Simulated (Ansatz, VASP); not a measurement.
## CsVRh3: VASP beside Ansatz

Contents of INCAR:

```
SYSTEM = CsVRh3
PREC = Accurate ; ENCUT = 520
EDIFF = 1E-6 ; ISMEAR = 0
SIGMA = 0.0474 ; LREAL = .False.
LASPH = .True. ; NELM = 150
ALGO = Normal ; ISIF = 2
LWAVE = .False. ; LCHARG = .False.
LMAXMIX = 4 ; LDAU = .True.
LDAUTYPE = 2 ; LDAUL = -1 -1 2
LDAUU = 0 0 3 ; LDAUJ = 0 0 0
LDAUPRINT = 1 ; GGA = PE
NBANDS = 78
```

Contents of KPOINTS:

```
regular mesh
0
Gamma
  3 3 4
  0 0 0
```

POSCAR

```
CsVRh3
1.0
    6.3934200000      0.0000000000      0.0000000000
   -3.1967100000      5.5368670000      0.0000000000
    0.0000000000      0.0000000000      5.4199080000
V Cs Rh
2 2 6
Direct
    0.0000000000      0.0000000000      0.0000000000
    0.0000000000      0.0000000000      0.5000000000
    0.3333000000      0.6667000000      0.7500000000
    0.6666000000      0.3333000000      0.2500000000
    0.1666000000      0.3332000000      0.2500000000
    0.8334000000      0.1666000000      0.7500000000
    0.6668000000      0.8334000000      0.2500000000
    0.8334000000      0.6668000000      0.7500000000
    0.1666000000      0.8334000000      0.2500000000
    0.3332000000      0.1666000000      0.7500000000
```

Input for Ansatz:

```yaml
crystal:
  lattice:
    - [6.39342, 0.0, 0.0]
    - [-3.19671, 5.536867, 0.0]
    - [0.0, 0.0, 5.419908]
  atoms:
    - { symbol: V, position: [0.0, 0.0, 0.0] }
    - { symbol: V, position: [0.0, 0.0, 0.5] }
    - { symbol: Cs, position: [0.3333, 0.6667, 0.75] }
    - { symbol: Cs, position: [0.6666, 0.3333, 0.25] }
    - { symbol: Rh, position: [0.1666, 0.3332, 0.25] }
    - { symbol: Rh, position: [0.8334, 0.1666, 0.75] }
    - { symbol: Rh, position: [0.6668, 0.8334, 0.25] }
    - { symbol: Rh, position: [0.8334, 0.6668, 0.75] }
    - { symbol: Rh, position: [0.1666, 0.8334, 0.25] }
    - { symbol: Rh, position: [0.3332, 0.1666, 0.75] }
  symmetry: { tolerance: 0.0003 }
kpoints:
  mp_grid: { grid: [3, 3, 4], shift: [0, 0, 0] }
magnetization:
  spin_polarized: false
scf:
  occupations: { method: gaussian, width: 0.0474 }
hamiltonian:
  pseudopotentials: { kind: paw }
  xc: pbe
  hubbard: { sites: [{ species: Rh, l: d, u_eff: 3.0 }], double_counting: fll }
basis:
  ecutwfc: 420
output:
  forces: true
  stress: true
  eigenvalues: true
```

Alike in both runs: task single point; functional PBE; k mesh 3 × 3 × 4; occupations gaussian, width 0.0474 eV; no spin polarisation; Hubbard terms Rh d U = 3.0 eV.

|  | VASP | Ansatz |
| --- | --- | --- |
| version | VASP 6.6.1 | Ansatz 0.2.0 |
| potentials or method | VASP PAW PBE potentials, release 64 (V_sv, Cs_sv, Rh_pv), cutoff 520 eV | PAW plane waves |
| valence electrons in the cell | 134 | 146 |

```csv
,VASP,Ansatz,Ansatz less VASP
gap on the k mesh at the Fermi level (eV),none,none,-
pressure (GPa),9.4,11.1,+1.64
"traceless stress, the component that is largest in VASP (GPa)",-0.88,-1.05,-0.176
rms of the force components (eV/Å),0.575,0.778,+0.2022
```

The programs project onto different local orbitals, so the same U acts differently, and such runs can settle in different states. Atom by atom the forces differ by 0.202 eV/Å (rms over components). A gap of «none» marks a metal or a gap that the smearing closes. VASP's potentials hold 134 valence electrons a cell and Ansatz's 146, so a difference there can come from the potentials and not from the codes. Ansatz's warnings: filled band counts differ across k points, structure snapped to symmetry.

The k mesh is coarse, so the values compare programs but aren't converged. Neither program's run includes spin-orbit coupling.
